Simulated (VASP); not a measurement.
Input of a VASP 6.6.1 run:

INCAR

```
SYSTEM = Hg
  ALGO = Fast
  EDIFF = 1E-7
  ENCUT = 520
  GGA = PE
  ISIF = 2
  ISMEAR = 0
  LASPH = .TRUE.
  LCHARG = .FALSE.
  LREAL = .FALSE.
  LWAVE = .FALSE.
  NBANDS = 12
  NELM = 60
  PREC = Accurate
  SIGMA = 0.1
```

File KPOINTS:

```
k-points
0
G
  14 14 14
  0 0 0
```

The input POSCAR:

```
Hg
1.0
    1.6796055420      0.9571790991      2.1768967777
   -1.6796055420      0.9571790991      2.1768967777
    0.0000000000     -1.9813781980      2.2068612646
Hg
1
Direct
    0.0000000000      0.0000000000      0.0000000000
```

Potentials or basis: VASP PAW PBE potentials, release 64 (Hg).

Run with:

```sh
$ cat potpaw_PBE.64/Hg/POTCAR > POTCAR
$ mpirun -np 1 vasp_std > vasp.out
```

(1) Estimate the pressure.

(2) Estimate the band gap on the k mesh.

Answers

(1) 12.0 GPa.

(2) zero (band 6 reaches 5.16 eV, above the bottom of band 7 at 1.31 eV).

Caveat: the cell differs from its parent crystal (strained); spin-orbit coupling is left out, which moves the levels of the heavy elements.
